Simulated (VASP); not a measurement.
# C (P1) in VASP: single point with PBE

Aim: the single point of C with PBE.

The COD entry that gives the cell may itself be a prediction, so a difference from it is no test against experiment.

Program: VASP 6.6.1. These are calculated values, not measurements. Logs are shortened: lines on timing, memory, paths and dates and some standing lists are left out, and cuts for length are marked.

## 1. The cell of the first run

The typed cell holds 12 atoms: a = 2.548 Å, b = 2.428 Å, c = 12.861 Å, α = 92.08°, β = 92.39°, γ = 118.82°.

## 2. Single point, PBE

Input file INCAR:

```
  ALGO = Normal
  EDIFF = 1E-7
  ENCUT = 520
  GGA = PE
  ISIF = 2
  ISMEAR = 0
  LASPH = True
  LCHARG = False
  LREAL = False
  LWAVE = False
  NBANDS = 36
  NELM = 100
  PREC = Accurate
  SIGMA = 0.05
```

Input file KPOINTS:

```
k-points
0
Gamma
  12 12 2
```

Input file POSCAR:

```
C
1.0
    2.5464172817      0.0598224832     -0.0529005377
   -1.2214008507      2.0979779609     -0.0458250020
   -0.2608620728     -0.4115380078     12.8516861253
C
12
Direct
    0.0721486092      0.2745153271      0.1885317162
    0.2221957713      0.1053395685      0.6870840653
    0.1113590278      0.2280135037      0.3129253708
    0.2609518353      0.0587934176      0.8114598587
    0.5054514745      0.8282342009      0.5208670086
    0.3444449912     -0.0012013033      0.0209734047
   -0.0115550175      0.3345105598      0.9790347046
    0.8283164225      0.5051041079      0.4791256982
    0.5451031254      0.7821543292      0.6453411997
    0.3947727916     -0.0492220868      0.1467263643
   -0.0617694237      0.3825556277      0.8532597649
    0.7885803924      0.5512027475      0.3546708441
```

Potentials or basis: VASP PAW PBE potentials, release 64 (C).

Command:

```
$ cat potpaw_PBE.64/C/POTCAR > POTCAR
$ mpirun -np 1 vasp_std > vasp.out
```

OUTCAR:

```text
EDIFF = 1E-7
   ENCUT = 520
   GGA = PE
   ISIF = 2
   ISMEAR = 0
   LASPH = True
   LREAL = False
   NELM = 100
   PREC = Accurate

 ion  position               nearest neighbor table
   1  0.072  0.275  0.189-  10 1.49  10 1.57  10 1.57   3 1.61
   2  0.222  0.105  0.687-   9 1.49   9 1.57   9 1.57   4 1.61
   3  0.111  0.228  0.313-  12 1.49  12 1.57  12 1.57   1 1.61
   4  0.261  0.059  0.811-  11 1.49  11 1.57  11 1.57   2 1.61
   5  0.505  0.828  0.521-   8 1.49   8 1.57   8 1.57   9 1.61
   6  0.344  0.999  0.021-   7 1.48   7 1.57   7 1.58  10 1.63
   7  0.988  0.335  0.979-   6 1.48   6 1.57   6 1.58  11 1.63
   8  0.828  0.505  0.479-   5 1.49   5 1.57   5 1.57  12 1.61
   9  0.545  0.782  0.645-   2 1.49   2 1.57   2 1.57   5 1.61
  10  0.395  0.951  0.147-   1 1.49   1 1.57   1 1.57   6 1.63
  11  0.938  0.383  0.853-   4 1.49   4 1.57   4 1.57   7 1.63
  12  0.789  0.551  0.355-   3 1.49   3 1.57   3 1.57   8 1.61

  LATTYP: Found a triclinic cell.
 ALAT       =     2.4280509660
 B/A-ratio  =     1.0436648445
 C/A-ratio  =     5.3545837871
 COS(alpha) =     0.0124662450
 COS(beta)  =     0.1508421663
 COS(gamma) =     0.4734657116

  Lattice vectors:

 A1 = (   1.2214008507,  -2.0979779609,   0.0458250020)
 A2 = (  -1.3250164310,  -2.1578004441,   0.0987255397)
 A3 = (   1.4822629235,  -1.6864399531, -12.8058611233)

Analysis of symmetry for initial positions (statically):
=====================================================================
 Subroutine PRICEL returns:
 Original cell was already a primitive cell.

 Routine SETGRP: Setting up the symmetry group for a
 triclinic supercell.

 Subroutine GETGRP returns: Found  1 space group operations
 (whereof  1 operations were pure point group operations)
 out of a pool of  2 trial point group operations.

The static configuration has the point symmetry C_1 .

Analysis of symmetry for dynamics (positions and initial velocities):
=====================================================================
 Subroutine PRICEL returns:
 Original cell was already a primitive cell.

 Routine SETGRP: Setting up the symmetry group for a
 triclinic supercell.

 Subroutine GETGRP returns: Found  1 space group operations
 (whereof  1 operations were pure point group operations)
 out of a pool of  2 trial point group operations.

The dynamic configuration has the point symmetry C_1 .

 Subroutine INISYM returns: Found  1 space group operations
 (whereof  1 operations are pure point group operations),
 and found     1 'primitive' translations

----------------------------------------------------------------------------------------

                                     Primitive cell

  volume of cell :      69.4941

  direct lattice vectors                    reciprocal lattice vectors
     2.546417282  0.059822483 -0.052900538     0.387711975  0.226048167  0.015108271
    -1.221400851  2.097977961 -0.045825002    -0.010749822  0.470715571  0.014855104
    -0.260862073 -0.411538008 12.851686125     0.001557582  0.002608888  0.077925959

  length of vectors
     2.547669164  2.428050966 12.860919439     0.449050787  0.471072586  0.077985175

  position of ions in fractional coordinates (direct lattice)
     0.072148609  0.274515327  0.188531716
     0.222195771  0.105339568  0.687084065
     0.111359028  0.228013504  0.312925371
     0.260951835  0.058793418  0.811459859
     0.505451474  0.828234201  0.520867009
     0.344444991  0.998798697  0.020973405
     0.988444982  0.334510560  0.979034705
     0.828316423  0.505104108  0.479125698
     0.545103125  0.782154329  0.645341200
     0.394772792  0.950777913  0.146726364
     0.938230576  0.382555628  0.853259765
     0.788580392  0.551202747  0.354670844

  ion indices of the primitive-cell ions
   primitive index   ion index
                 1           1
                 2           2
                 3           3
                 4           4
                 5           5
                 6           6
                 7           7
                 8           8
                 9           9
                10          10
                11          11
                12          12

----------------------------------------------------------------------------------------

 KPOINTS: k-points

Automatic generation of k-mesh.
 Grid dimensions read from file:
 generate k-points for:   12   12    2

 Generating k-lattice:

  Cartesian coordinates                     Fractional coordinates (reciprocal lattice)
     0.032309331  0.018837347  0.001259023     0.083333333 -0.000000000 -0.000000000
    -0.000895818  0.039226298  0.001237925    -0.000000000  0.083333333 -0.000000000
     0.000778791  0.001304444  0.038962980    -0.000000000 -0.000000000  0.500000000

  Length of vectors
     0.037420899  0.039256049  0.038992587

  Shift w.r.t. Gamma in fractional coordinates (k-lattice)
     0.000000000  0.000000000  0.000000000

 Subroutine IBZKPT returns following result:
 ===========================================

 Found    148 irreducible k-points:

 Following reciprocal coordinates:
            Coordinates               Weight
  0.000000  0.000000  0.000000      1.000000
  0.083333 -0.000000  0.000000      2.000000
  0.166667 -0.000000  0.000000      2.000000
  0.250000  0.000000  0.000000      2.000000
  0.333333  0.000000 -0.000000      2.000000
  0.416667 -0.000000  0.000000      2.000000
[... 16 lines left out ...]
  0.250000  0.166667  0.000000      2.000000
  0.333333  0.166667  0.000000      2.000000
 [... further k-points ...]
   k-points           NKPTS =    148   k-points in BZ     NKDIM =    148   number of bands    NBANDS=     36
   number of dos      NEDOS =    301   number of ions     NIONS =     12
   total plane-waves  NPLWV =  34560
   dimension x,y,z NGX =    20 NGY =   18 NGZ =   96
   dimension x,y,z NGXF=    40 NGYF=   36 NGZF=  192
   ions per type =              12
   NGX,Y,Z   is equivalent  to a cutoff of  13.05, 12.32, 12.41 a.u.
   NGXF,Y,Z  is equivalent  to a cutoff of  26.10, 24.65, 24.82 a.u.
 SYSTEM =  unknown system
   PREC   = accura    normal or accurate (medium, high low for compatibility)
   ISTART =      0    job   : 0-new  1-cont  2-samecut
   ICHARG =      2    charge: 1-file 2-atom 10-const
   ISPIN  =      1    spin polarized calculation?
   LNONCOLLINEAR =      F non collinear calculations
   LSORBIT =      F    spin-orbit coupling
   LASPH  =      T    aspherical Exc in radial PAW
   ENCUT  =  520.0 eV  38.22 Ry    6.18 a.u.   4.74  4.51 23.91*2*pi/ulx,y,z
   NELM   =    100;   NELMIN=  2; NELMDL= -5     # of ELM steps
   EDIFF  = 0.1E-06   stopping-criterion for ELM
   LREAL  =      F    real-space projection
   EDIFFG = 0.1E-05   stopping-criterion for IOM
   NSW    =      0    number of steps for IOM
   IBRION =     -1    ionic relax: 0-MD 1-quasi-New 2-CG
   NFREE  =      0    steps in history (QN), initial steepest desc. (CG)
   ISIF   =      2    stress and relaxation
   ISYM   =      2    0-nonsym 1-usesym 2-fastsym
   POTIM  = 0.5000    time-step for ionic-motion
   TEBEG  =    0.0;   TEEND  =   0.0 temperature during run
   PSTRESS=    0.0 pullay stress
   NELECT =      48.0000    total number of electrons
   NUPDOWN=      -1.0000    fix difference up-down
   EMIN   =  10.00;   EMAX   =-10.00  energy-range for DOS
   EFERMI =   0.00;   METHOD = LEGACY
   ISMEAR =     0;   SIGMA  =   0.05  broadening in eV -4-tet -1-fermi 0-gaus
   EFERMI_NEDOS =   21; number of points for ismear=-14 and -15
   IALGO  =     38    algorithm
   IMIX   =      4    mixing-type and parameters
     AMIX     =   0.40;   BMIX     =  1.00
     AMIX_MAG =   1.60;   BMIX_MAG =  1.00
  volume/ion in A,a.u.               =       5.79        39.08
  Fermi-wavevector in a.u.,A,eV,Ry     =   1.447125  2.734669 28.492907  2.094170
  Thomas-Fermi vector in A             =   2.565115
   LORBIT       =      0    0 simple, 1 ext, 2 COOP (PROOUT), +10 PAW based schemes
   GGA     = PE    functional components
   LHFCALC =     F    Hartree Fock is set to
   AEXX    =    0.0000 exact exchange contribution
   IVDW    =     0    specifies the selected vdW correction
   LEPSILON=     F    determine dielectric tensor
   LRPA    =     F    only Hartree local field effects (RPA)
 non-spin polarized calculation
 Gauss-broadening in eV      SIGMA  =   0.05
  energy-cutoff  :      520.00
  volume of cell :       69.49
 maximum number of plane-waves:      1904
   NGX =  9   NGY =  9   NGZ = 47

 number of electron      48.0000000 magnetization

 Free energy of the ion-electron system (eV)
  ---------------------------------------------------
  ext. energy  EPLUGINS =         0.00000000
  ---------------------------------------------------
  free energy    TOTEN  =      -106.56733263 eV

  energy without entropy =     -106.56733263  energy(sigma->0) =     -106.56733263

 E-fermi :  10.5985     XC(G=0): -13.1632

 val. band max:       10.3237976115   @ k =   0.0000   0.0000   0.0000
 cond. band min:      11.9471581827   @ k =   0.0000   0.5000  -0.0000
 fundamental gap:      1.6233605712
 Fermi energy:        10.5984997963

 k-point     1 :       0.0000    0.0000    0.0000
  band No.  band energies     occupation
      1     -11.7875      2.00000
      2     -11.0938      2.00000
      3     -11.0610      2.00000
      4      -9.0359      2.00000
      5      -9.0142      2.00000
      6      -6.7388      2.00000
[... 28 lines left out ...]
     35      17.2206      0.00000
     36      18.0794      0.00000
[... 866 lines left out ...]
      6      -3.2710      2.00000
[... 28 lines left out ...]
     35      20.0981      0.00000
     36      20.2464      0.00000

 [... further k-points ...]

------------------------ aborting loop because EDIFF is reached ----------------------------------------

  FORCE on cell =-STRESS in cart. coord.  units (eV):
  Direction    XX          YY          ZZ          XY          YZ          ZX
  --------------------------------------------------------------------------------------
  -------------------------------------------------------------------------------------
  Total       -2.5069884     11.1951644    -12.2097042    -11.4099080     22.2997711    -13.3917650
  in kB      -57.7982863    258.1030346   -281.4931161   -263.0539210    514.1182744   -308.7453698
  external PRESSURE =     -27.0627893 kB  Pullay stress =       0.0000000 kB

 VOLUME and BASIS-vectors are now :
 -----------------------------------------------------------------------------
  energy-cutoff  :      520.00
  volume of cell :       69.49
      direct lattice vectors                 reciprocal lattice vectors
     2.546417282  0.059822483 -0.052900538     0.387711975  0.226048167  0.015108271
    -1.221400851  2.097977961 -0.045825002    -0.010749822  0.470715571  0.014855104
    -0.260862073 -0.411538008 12.851686125     0.001557582  0.002608888  0.077925959

 POSITION                                       TOTAL-FORCE (eV/Angst)
 -----------------------------------------------------------------------------------
     -0.20075      0.50266      2.40655        -0.015385      0.009117      0.015120
      0.25791     -0.04847      8.81361        -0.017982      0.007233      0.013481
     -0.07656      0.35625      4.00528         0.020044     -0.008941     -0.017617
      0.38100     -0.19499     10.41213         0.014647     -0.005894     -0.011974
      0.13961      1.55350      6.62933        -0.021513      0.006651      0.017312
     -0.34830      2.10743      0.20555         0.002999      0.020545      0.010934
      1.85303      0.35802     12.51463        -0.000017     -0.020436     -0.015605
      1.36732      0.91207      6.09061         0.018365     -0.006107     -0.012778
      0.26439      1.40797      8.22904         0.013378     -0.006669     -0.015112
     -0.19430      1.95794      1.82123         0.021464     -0.010553     -0.012993
      1.69929      0.50757     10.89866        -0.013646      0.007826      0.017586
      1.24230      1.05763      4.49114        -0.022353      0.007228      0.011646
 -----------------------------------------------------------------------------------
    total drift:                                0.000012     -0.000059      0.000022

  FREE ENERGIE OF THE ION-ELECTRON SYSTEM (eV)
  ---------------------------------------------------
  free  energy   TOTEN  =      -106.5673326309 eV

  energy  without entropy=     -106.5673326309  energy(sigma->0) =     -106.56733263
```

Wall time 2.4 min (1 thread of Intel Xeon 6975P-C (Granite Rapids), shared host); peak memory 0.33 GiB.

What came out:

| Property | Result |
| --- | --- |
| Free energy | -106.5673 eV |
| Pressure | -2.7 GPa |
| Largest force | 0.028 eV/Å |
| Band gap on the k mesh | 1.62 eV, indirect (least direct gap 3.44 eV) |

Forces on the atoms (eV/Å):
```
C   -0.015  0.009  0.015
C   -0.018  0.007  0.013
C    0.020 -0.009 -0.018
C    0.015 -0.006 -0.012
C   -0.022  0.007  0.017
C    0.003  0.021  0.011
C    0.000 -0.020 -0.016
C    0.018 -0.006 -0.013
C    0.013 -0.007 -0.015
C    0.021 -0.011 -0.013
C   -0.014  0.008  0.018
C   -0.022  0.007  0.012
```

Stress tensor (GPa, compression positive):
```
 -5.78 -26.31 -30.87
-26.31  25.81  51.41
-30.87  51.41 -28.15
```

Levels at points of the mesh, in eV from the valence-band top:
```
           k point  band 21  band 22  band 23  band 24  band 25  band 26  band 27  band 28
(0.00, 0.00, 0.00)    -1.25    -1.05    -0.93     0.00     3.44     4.25     4.85     4.91
(0.50, 0.00, 0.00)    -4.72    -4.34    -3.49    -3.27     3.60     5.04     5.88     5.95
(0.00, 0.50, 0.00)    -4.72    -4.66    -4.29    -2.72     1.62     3.37     3.41     4.12
(0.50, 0.50, 0.00)    -4.93    -4.74    -4.63    -3.76     3.92     3.94     4.49     4.68
(0.00, 0.00, 0.50)    -1.53    -1.12    -0.53    -0.53     4.00     4.24     4.57     5.29
(0.50, 0.00, 0.50)    -4.53    -4.08    -4.04    -3.11     4.05     4.70     5.76     6.01
(0.00, 0.50, 0.50)    -5.22    -4.37    -3.74    -2.98     2.01     2.67     3.67     3.96
(0.50, 0.50, 0.50)    -5.43    -4.60    -4.16    -3.95     3.61     3.98     4.26     5.18
```

Caveat: the cell differs from its parent crystal (all atoms moved at random, sigma 0.4 Å a component, cell strained at random, sigma 0.03, then relaxed in part). A k mesh can miss the band edges.
